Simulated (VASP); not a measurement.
Wanted: the native input for a VASP 6.6.1 run.

- Task: single point
- Functional: LDA
- Potentials or basis: VASP PAW LDA potentials, release 64 (C)
- Cutoff: 520 eV
- k mesh: 6 × 6 × 10
- Occupations: gaussian, width 0.05 eV
- Spin: no spin polarisation
- Dipole correction: no
- Further INCAR settings: ALGO = Normal; EDIFF = 1e-07; NBANDS = 26

The structure of C lies in POSCAR:

```
C
1.0
    2.4187636763     -4.3337146136      0.0000000000
    2.4187636763      4.3337146136      0.0000000000
    0.0000000000      0.0000000000      2.4856616114
C
8
Direct
    0.6482879639      0.9815881366      0.0000000000
    0.3517120361      0.0184118634      0.0000000000
    0.0184118634      0.3517120361      0.0000000000
    0.9815881366      0.6482879639      0.0000000000
    0.4045540954      0.2260768148      0.5000000000
    0.5954459046      0.7739231852      0.5000000000
    0.7739231852      0.5954459046      0.5000000000
    0.2260768148      0.4045540954      0.5000000000
```

This cell differs from its parent crystal: strain +0.1500 x Voigt [1, 0, 0, 0, 0, 0].

These files were run (other wordings do the same):

INCAR

```
SYSTEM = C
ALGO = Normal ; EDIFF = 1E-7
ENCUT = 520 ; ISIF = 2
ISMEAR = 0 ; LASPH = .TRUE.
LCHARG = .FALSE. ; LREAL = .FALSE.
LWAVE = .FALSE. ; NBANDS = 26
NELM = 60 ; PREC = Accurate
SIGMA = 0.05
```

KPOINTS

```
k-points
0
G
  6 6 10
  0 0 0
```

Potentials or basis: VASP PAW LDA potentials, release 64 (C).

The run is started by

```sh
$ cat potpaw_LDA.64/C/POTCAR > POTCAR
$ mpirun -np 1 vasp_std > vasp.out
```

It gave:

```
Pressure               : -38.6 GPa
Largest force          : 1.602 eV/Å
Band gap on the k mesh : 1.31 eV, indirect (least direct gap 1.95 eV)
```

Caveat: the cell differs from its parent crystal (strain +0.1500 x Voigt [1, 0, 0, 0, 0, 0]); forces of over 1 eV/Å act on the atoms, so gaps and moduli don't describe the material at rest.

It took 89 s on 1 thread of Intel Xeon 6975P-C (shared host), peak memory 0.19 GiB.
